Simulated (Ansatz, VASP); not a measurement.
# Zn2SbO3: VASP beside Ansatz

```xyz
6
Lattice="3.3230 0.0000 0.0000 0.0000 3.3230 0.0000 0.0000 0.0000 7.2828" Properties=species:S:1:pos:R:3 pbc="T T T"
Zn    0.0000    1.6615    5.3456
Zn    1.6615    0.0000    1.9372
Sb    0.0000    0.0000    0.0000
O     1.6615    1.6615    0.0000
O     0.0000    1.6615    2.7820
O     1.6615    0.0000    4.5008
```

Change from the starting cell: species swapped into the Hf2CuSb3 type (P-4m2, No. 115).

Alike in both runs: task relaxation of cell and atoms; functional PBE; k mesh 6 × 6 × 4; occupations gaussian, width 0.1 eV; no spin polarisation.

```csv
,VASP,Ansatz
version,VASP 6.6.1,Ansatz 0.2.0
potentials or method,"VASP PAW PBE potentials, release 64 (Zn, Sb, O), cutoff 600 eV","scalar-relativistic, plane waves, PAW"
valence electrons in the cell,47,57
```

VASP gave:

```
gap on the k mesh at the Fermi level, each at its own relaxed structure (eV) : none
relaxed volume (Å³/atom)                                                     : 14.03
relaxed cell length with the largest relative difference (Å)                 : 8.469
```

Q: Estimate Ansatz's values.

A: gap on the k mesh at the Fermi level, each at its own relaxed structure (eV): none; relaxed volume (Å³/atom): 14.31; relaxed cell length with the largest relative difference (Å): 8.625.

A gap of «none» marks a metal or a gap that the smearing closes. VASP's potentials hold 47 valence electrons a cell and Ansatz's 57, so a difference there can come from the potentials and not from the codes.

Neither program's run includes spin-orbit coupling.
